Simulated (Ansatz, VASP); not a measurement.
## CsSnBr3: VASP beside Ansatz

```
Cs Sn Br
1.0
     5.76438    0.00000    0.00000
     0.00000    5.76438    0.00000
     0.00000    0.00000    5.76438
Cs Sn Br
1 1 3
Direct
  0.50000 0.50000 0.50000
  0.00000 0.00000 0.00000
  0.50000 0.00000 0.00000
  0.00000 0.50000 0.00000
  0.00000 0.00000 0.50000
```

Alike in both runs: functional PBEsol; k mesh 6 × 6 × 6; no spin polarisation.

Ansatz relaxed the structure, and its values are those at the end. VASP's run is a single point on that final structure, the one shown.

|  | VASP | Ansatz |
| --- | --- | --- |
| version | VASP 6.6.1 | Ansatz 0.2.0 |
| potentials or method | VASP PAW PBE potentials, release 64 (Cs_sv, Sn_d, Br) | scalar-relativistic, plane waves, PAW |
| plane-wave cutoff (eV) | 500 | 420 |
| occupations | gaussian, width 0.01 eV | fixed |
| valence electrons in the cell | 44 | 44 |

Ansatz gave:

```
gap on the k mesh at the Fermi level (eV) : 0.22
least direct gap on the mesh (eV)         : 0.22
pressure (GPa)                            : 0.0
```

Question: Which values does VASP return?

Answer: gap on the k mesh at the Fermi level (eV): 0.21; least direct gap on the mesh (eV): 0.21; pressure (GPa): 0.0.

VASP's potentials were made for PBE, not for PBEsol.

Neither program's run includes spin-orbit coupling.
